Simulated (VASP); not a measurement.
# MnSb (Fm-3m) in VASP: notebook

MnSb is run at these levels: PBE; tasks: single point.

Program: VASP 6.6.1. These are calculated values, not measurements. Logs are shortened: lines on timing, memory, paths and dates and some standing lists are left out, and cuts for length are marked.

## (1) The cell of the first run

The structure is cubic, space group Fm-3m (No. 225). The conventional cell has a = 5.590 Å, b = 5.590 Å, c = 5.590 Å, α = 90.00°, β = 90.00°, γ = 90.00°. Sb (site symmetry m-3m) has 6 Mn at 2.80 Å within 3.7 Å. Within 3.7 Å of Mn (site symmetry m-3m) lie 6 Sb at 2.80 Å.

## (2) Single point, PBE, collinear spin, ferromagnetic start

The input, INCAR:

```
SYSTEM = MnSb
  PREC = Accurate
  ENCUT = 680
  EDIFF = 1E-6
  ISMEAR = -1
  SIGMA = 0.05
  LREAL = .FALSE.
  LASPH = .TRUE.
  NELM = 200
  ALGO = Normal
  ISIF = 2
  LWAVE = .FALSE.
  LCHARG = .TRUE.
  ISPIN = 2
  MAGMOM = 0 3
  LORBIT = 11
  NUPDOWN = 3.0
  LMAXMIX = 4
  GGA = PE
  LELF = .TRUE.
  LVHAR = .TRUE.
  NBANDS = 26
  GGA_COMPAT = .FALSE.
```

The input, KPOINTS:

```
Automatic mesh
0
G
  7 7 7
  0 0 0
```

The input, POSCAR:

```
MnSb
1.0
    0.0000000000      2.7950160000      2.7950160000
    2.7950160000      0.0000000000      2.7950160000
    2.7950160000      2.7950160000      0.0000000000
Sb Mn
1 1
Direct
    0.5000000000      0.5000000000      0.5000000000
    0.0000000000      0.0000000000      0.0000000000
```

Potentials or basis: VASP PAW PBE potentials, release 64 (Sb_d_GW, Mn_sv).

On the command line:

```sh
$ cat potpaw_PBE.64/Sb_d_GW/POTCAR potpaw_PBE.64/Mn_sv/POTCAR > POTCAR
$ mpirun -np 1 vasp_std > vasp.out
```

OUTCAR:

```text
SYSTEM = MnSb
   PREC = Accurate
   ENCUT = 680
   EDIFF = 1E-6
   ISMEAR = -1
   LREAL = .FALSE.
   LASPH = .TRUE.
   NELM = 200
   ISIF = 2
   ISPIN = 2
   LORBIT = 11
   NUPDOWN = 3.0
   GGA = PE

 ion  position               nearest neighbor table
   1  0.500  0.500  0.500-   2 2.80   2 2.80   2 2.80   2 2.80   2 2.80   2 2.80
   2  0.000  0.000  0.000-   1 2.80   1 2.80   1 2.80   1 2.80   1 2.80   1 2.80

  LATTYP: Found a face centered cubic cell.
 ALAT       =     5.5900320000

  Lattice vectors:

 A1 = (   0.0000000000,   2.7950160000,   2.7950160000)
 A2 = (   2.7950160000,   0.0000000000,   2.7950160000)
 A3 = (   2.7950160000,   2.7950160000,   0.0000000000)

Analysis of symmetry for initial positions (statically):
=====================================================================
 Subroutine PRICEL returns:
 Original cell was already a primitive cell.

 Routine SETGRP: Setting up the symmetry group for a
 face centered cubic supercell.

 Subroutine GETGRP returns: Found 48 space group operations
 (whereof 48 operations were pure point group operations)
 out of a pool of 48 trial point group operations.

The static configuration has the point symmetry O_h .

Analysis of symmetry for dynamics (positions and initial velocities):
=====================================================================
 Subroutine PRICEL returns:
 Original cell was already a primitive cell.

 Routine SETGRP: Setting up the symmetry group for a
 face centered cubic supercell.

 Subroutine GETGRP returns: Found 48 space group operations
 (whereof 48 operations were pure point group operations)
 out of a pool of 48 trial point group operations.

The dynamic configuration has the point symmetry O_h .

Analysis of structural, dynamic, and magnetic symmetry:
=====================================================================
 Subroutine PRICEL returns:
 Original cell was already a primitive cell.

 Routine SETGRP: Setting up the symmetry group for a
 face centered cubic supercell.

 Subroutine GETGRP returns: Found 48 space group operations
 (whereof 48 operations were pure point group operations)
 out of a pool of 48 trial point group operations.

The overall configuration has the point symmetry O_h .

 Subroutine INISYM returns: Found 48 space group operations
 (whereof 48 operations are pure point group operations),
 and found     1 'primitive' translations

----------------------------------------------------------------------------------------

                                     Primitive cell

  volume of cell :      43.6700

  direct lattice vectors                    reciprocal lattice vectors
     0.000000000  2.795016000  2.795016000    -0.178889853  0.178889853  0.178889853
     2.795016000  0.000000000  2.795016000     0.178889853 -0.178889853  0.178889853
     2.795016000  2.795016000  0.000000000     0.178889853  0.178889853 -0.178889853

  length of vectors
     3.952749534  3.952749534  3.952749534     0.309846314  0.309846314  0.309846314

  position of ions in fractional coordinates (direct lattice)
     0.500000000  0.500000000  0.500000000
     0.000000000  0.000000000  0.000000000

  ion indices of the primitive-cell ions
   primitive index   ion index
                 1           1
                 2           2

----------------------------------------------------------------------------------------

 KPOINTS: Automatic mesh

Automatic generation of k-mesh.
 Grid dimensions read from file:
 generate k-points for:    7    7    7

 Generating k-lattice:

  Cartesian coordinates                     Fractional coordinates (reciprocal lattice)
    -0.025555693  0.025555693  0.025555693     0.142857143  0.000000000  0.000000000
     0.025555693 -0.025555693  0.025555693     0.000000000  0.142857143  0.000000000
     0.025555693  0.025555693 -0.025555693     0.000000000  0.000000000  0.142857143

  Length of vectors
     0.044263759  0.044263759  0.044263759

  Shift w.r.t. Gamma in fractional coordinates (k-lattice)
     0.000000000  0.000000000  0.000000000

 Subroutine IBZKPT returns following result:
 ===========================================

 Found     20 irreducible k-points:

 Following reciprocal coordinates:
            Coordinates               Weight
  0.000000  0.000000  0.000000      1.000000
  0.142857  0.000000  0.000000      8.000000
  0.285714  0.000000  0.000000      8.000000
  0.428571  0.000000  0.000000      8.000000
  0.142857  0.142857  0.000000      6.000000
  0.285714  0.142857  0.000000     24.000000
[... 12 lines left out ...]
 -0.428571  0.428571  0.142857     24.000000
 -0.285714  0.428571  0.142857     24.000000
   k-points           NKPTS =     20   k-points in BZ     NKDIM =     20   number of bands    NBANDS=     26
   number of dos      NEDOS =    301   number of ions     NIONS =      2
   total plane-waves  NPLWV =  46656
   dimension x,y,z NGX =    36 NGY =   36 NGZ =   36
   dimension x,y,z NGXF=    72 NGYF=   72 NGZF=   72
   ions per type =               1   1
   NGX,Y,Z   is equivalent  to a cutoff of  15.14, 15.14, 15.14 a.u.
   NGXF,Y,Z  is equivalent  to a cutoff of  30.28, 30.28, 30.28 a.u.
 SYSTEM =  MnSb
   PREC   = accura    normal or accurate (medium, high low for compatibility)
   ISTART =      0    job   : 0-new  1-cont  2-samecut
   ICHARG =      2    charge: 1-file 2-atom 10-const
   ISPIN  =      2    spin polarized calculation?
   LNONCOLLINEAR =      F non collinear calculations
   LSORBIT =      F    spin-orbit coupling
   LASPH  =      T    aspherical Exc in radial PAW
   ENCUT  =  680.0 eV  49.98 Ry    7.07 a.u.   8.40  8.40  8.40*2*pi/ulx,y,z
   NELM   =    200;   NELMIN=  2; NELMDL= -5     # of ELM steps
   EDIFF  = 0.1E-05   stopping-criterion for ELM
   LREAL  =      F    real-space projection
   EDIFFG = 0.1E-04   stopping-criterion for IOM
   NSW    =      0    number of steps for IOM
   IBRION =     -1    ionic relax: 0-MD 1-quasi-New 2-CG
   NFREE  =      0    steps in history (QN), initial steepest desc. (CG)
   ISIF   =      2    stress and relaxation
   ISYM   =      2    0-nonsym 1-usesym 2-fastsym
   POTIM  = 0.5000    time-step for ionic-motion
   TEBEG  =    0.0;   TEEND  =   0.0 temperature during run
   PSTRESS=    0.0 pullay stress
   NELECT =      30.0000    total number of electrons
   NUPDOWN=       3.0000    fix difference up-down
   EMIN   =  10.00;   EMAX   =-10.00  energy-range for DOS
   EFERMI =   0.00;   METHOD = LEGACY
   ISMEAR =    -1;   SIGMA  =   0.05  broadening in eV -4-tet -1-fermi 0-gaus
   EFERMI_NEDOS =   21; number of points for ismear=-14 and -15
   IALGO  =     38    algorithm
   IMIX   =      4    mixing-type and parameters
     AMIX     =   0.40;   BMIX     =  1.00
     AMIX_MAG =   1.60;   BMIX_MAG =  1.00
  volume/ion in A,a.u.               =      21.83       147.35
  Fermi-wavevector in a.u.,A,eV,Ry     =   1.444511  2.729731 28.390093  2.086613
  Thomas-Fermi vector in A             =   2.562798
   LORBIT       =     11    0 simple, 1 ext, 2 COOP (PROOUT), +10 PAW based schemes
   GGA     = PE    functional components
   LHFCALC =     F    Hartree Fock is set to
   AEXX    =    0.0000 exact exchange contribution
   IVDW    =     0    specifies the selected vdW correction
   LEPSILON=     F    determine dielectric tensor
   LRPA    =     F    only Hartree local field effects (RPA)
 spin polarized calculation
  energy-cutoff  :      680.00
  volume of cell :       43.67
 maximum number of plane-waves:      1807
 NGX is ok and might be reduce to    36
   NGX = 17   NGY = 17   NGZ = 17

 number of electron      29.9999989 magnetization       2.9999997

 Free energy of the ion-electron system (eV)
  ---------------------------------------------------
  ext. energy  EPLUGINS =         0.00000000
  ---------------------------------------------------
  free energy    TOTEN  =       -12.71175618 eV

  energy without entropy =      -12.69039149  energy(sigma->0) =      -12.70107383

 E-fermi :   7.5275     XC(G=0): -10.8671

 val. band max:        7.5244279534   @ k =   0.4286   0.2857   0.1429
 cond. band min:       6.7155335816   @ k =  -0.4286   0.2857   0.1429
 fundamental gap:     -0.8088943718
 Fermi energy:         6.6209478372

 spin component 1

 k-point     1 :       0.0000    0.0000    0.0000
  band No.  band energies     occupation
      1     -73.8477      1.00000
      2     -42.6054      1.00000
      3     -42.6054      1.00000
      4     -42.6054      1.00000
      5     -21.8153      1.00000
      6     -21.8153      1.00000
[... 18 lines left out ...]
     25      16.7404      0.00000
     26      16.7497      0.00000
[... 527 lines left out ...]
      3     -42.6075      1.00000
      4     -42.6067      1.00000
      5     -21.8174      1.00000
      6     -21.8088      1.00000
[... 18 lines left out ...]
     25      22.5733      0.00000
     26      23.0851      0.00000
 Fermi energy:         7.5274757382

 spin component 2

 k-point     1 :       0.0000    0.0000    0.0000
  band No.  band energies     occupation
      1     -70.4009      1.00000
      2     -39.2244      1.00000
      3     -39.2244      1.00000
      4     -39.2244      1.00000
      5     -21.8579      1.00000
      6     -21.8579      1.00000
[... 18 lines left out ...]
     25      17.4389      0.00000
     26      17.4409      0.00000
[... 528 lines left out ...]
      4     -39.2261      1.00000
      5     -21.8597      1.00000
      6     -21.8511      1.00000
[... 18 lines left out ...]
     25      23.1882      0.00000
     26      23.4244      0.00000

------------------------ aborting loop because EDIFF is reached ----------------------------------------

  FORCE on cell =-STRESS in cart. coord.  units (eV):
  Direction    XX          YY          ZZ          XY          YZ          ZX
  --------------------------------------------------------------------------------------
  -------------------------------------------------------------------------------------
  Total       -1.3846994     -1.3846994     -1.3846994     -0.0000000      0.0000000      0.0000000
  in kB      -50.8022778    -50.8022778    -50.8022778     -0.0000000      0.0000000      0.0000000
  external PRESSURE =     -50.8022778 kB  Pullay stress =       0.0000000 kB

 VOLUME and BASIS-vectors are now :
 -----------------------------------------------------------------------------
  energy-cutoff  :      680.00
  volume of cell :       43.67
      direct lattice vectors                 reciprocal lattice vectors
     0.000000000  2.795016000  2.795016000    -0.178889853  0.178889853  0.178889853
     2.795016000  0.000000000  2.795016000     0.178889853 -0.178889853  0.178889853
     2.795016000  2.795016000  0.000000000     0.178889853  0.178889853 -0.178889853

 POSITION                                       TOTAL-FORCE (eV/Angst)
 -----------------------------------------------------------------------------------
      2.79502      2.79502      2.79502        -0.000000      0.000000     -0.000000
      0.00000      0.00000      0.00000         0.000000     -0.000000      0.000000
 -----------------------------------------------------------------------------------
    total drift:                                0.000000      0.000000      0.000000

  FREE ENERGIE OF THE ION-ELECTRON SYSTEM (eV)
  ---------------------------------------------------
  free  energy   TOTEN  =       -12.7117561751 eV

  energy  without entropy=      -12.6903914896  energy(sigma->0) =      -12.70107383

 total charge

# of ion       s       p       d       f       tot
--------------------------------------------------
    1        1.254   1.493  10.007   0.014  12.767
    2        2.163   6.003   4.735   0.000  12.901
--------------------------------------------------
tot          3.417   7.496  14.742   0.014  25.669

 magnetization (x)

# of ion       s       p       d       f       tot
--------------------------------------------------
    1        0.006  -0.238   0.007   0.004  -0.221
    2        0.042   0.006   3.029   0.000   3.077
--------------------------------------------------
tot          0.048  -0.232   3.036   0.004   2.856
```

Wall time 54 s (1 thread of Intel Xeon 6975P-C (Granite Rapids), shared host); peak memory 0.28 GiB.

What came out:

| Item | Value |
| --- | --- |
| Free energy | -12.7118 eV |
| Pressure | -5.1 GPa |
| Net moment | 3.00 μB per cell |
| Site moments | Sb -0.22; Mn +3.08 μB |
| Valence electrons inside the program's atomic spheres | Sb 12.77; Mn 12.90 |

Caveat: the cell stands under tension; spin-orbit coupling is left out, which moves the levels of the heavy elements; the total moment is fixed, so each spin has its own Fermi level and the state may be an excited one; a cell with one magnetic atom can't hold antiferromagnetic order, which such compounds often take.

## (3) Single point, PBE, collinear spin, ferromagnetic start

Edit INCAR of step 2 so:

```diff
@@ -12,11 +12,9 @@
   LWAVE = .FALSE.
-  LCHARG = .TRUE.
+  LCHARG = .FALSE.
   ISPIN = 2
-  MAGMOM = 0 3
+  MAGMOM = 0 5
   LORBIT = 11
-  NUPDOWN = 3.0
+  NUPDOWN = 5.0
   LMAXMIX = 4
   GGA = PE
-  LELF = .TRUE.
-  LVHAR = .TRUE.
   NBANDS = 26
```

The input, KPOINTS:

```
regular mesh
0
G
  7 7 7
  0 0 0
```

POSCAR is that of step 2.

Potentials or basis: VASP PAW PBE potentials, release 64 (Sb_d_GW, Mn_sv).

On the command line:

```sh
$ cat potpaw_PBE.64/Sb_d_GW/POTCAR potpaw_PBE.64/Mn_sv/POTCAR > POTCAR
$ mpirun -np 1 vasp_std > vasp.out
```

It took 84 s on 1 thread of AMD EPYC 7R13 (Zen 3), shared host; peak memory 0.25 GiB.

The run converged. Its results:

* Free energy: -12.1574 eV
* Pressure: 6.7 GPa
* Net moment: 5.00 μB per cell
* Site moments: Sb +0.24; Mn +3.92 μB
* Valence electrons inside the program's atomic spheres: Sb 12.83; Mn 12.84

Caveat: the cell stands under pressure; spin-orbit coupling is left out, which moves the levels of the heavy elements; the total moment is fixed, so each spin has its own Fermi level and the state may be an excited one; a cell with one magnetic atom can't hold antiferromagnetic order, which such compounds often take.

## (4) Single point, PBE, collinear spin, ferromagnetic start

The input, INCAR:

```
ALGO = Normal ; EDIFF = 1E-6
ENCUT = 680 ; GGA = PE
GGA_COMPAT = F ; ISIF = 2
ISMEAR = -1 ; ISPIN = 2
LASPH = T ; LCHARG = T
LELF = T ; LMAXMIX = 4
LORBIT = 11 ; LREAL = F
LVHAR = T ; LWAVE = F
MAGMOM = 0 4 ; NBANDS = 26
NELM = 200 ; NUPDOWN = 4.0
PREC = Accurate ; SIGMA = 0.05
```

The input, KPOINTS:

```
k-points
0
Gamma
  7 7 7
```

POSCAR is that of step 3.

On the command line:

```sh
$ cat potpaw_PBE.64/Sb_d_GW/POTCAR potpaw_PBE.64/Mn_sv/POTCAR > POTCAR
$ mpirun -np 1 vasp_std > vasp.out
```

Wall time 81 s (1 thread of Intel Xeon Platinum 8259CL at 2.50GHz (Skylake/Cascade Lake), shared host); peak memory 0.28 GiB.

It converged, with:

```yaml
Free_energy: -12.9164 eV
Pressure: 0.4 GPa
Net_moment: 4.00 μB per cell
Site_moments: Sb -0.07; Mn +3.63 μB
Valence_electrons_inside_the_program's_atomic_spheres: Sb 12.81; Mn 12.85
```

Caveat: spin-orbit coupling is left out, which moves the levels of the heavy elements; the total moment is fixed, so each spin has its own Fermi level and the state may be an excited one; a cell with one magnetic atom can't hold antiferromagnetic order, which such compounds often take.

(Continued in part 2 of 2.)
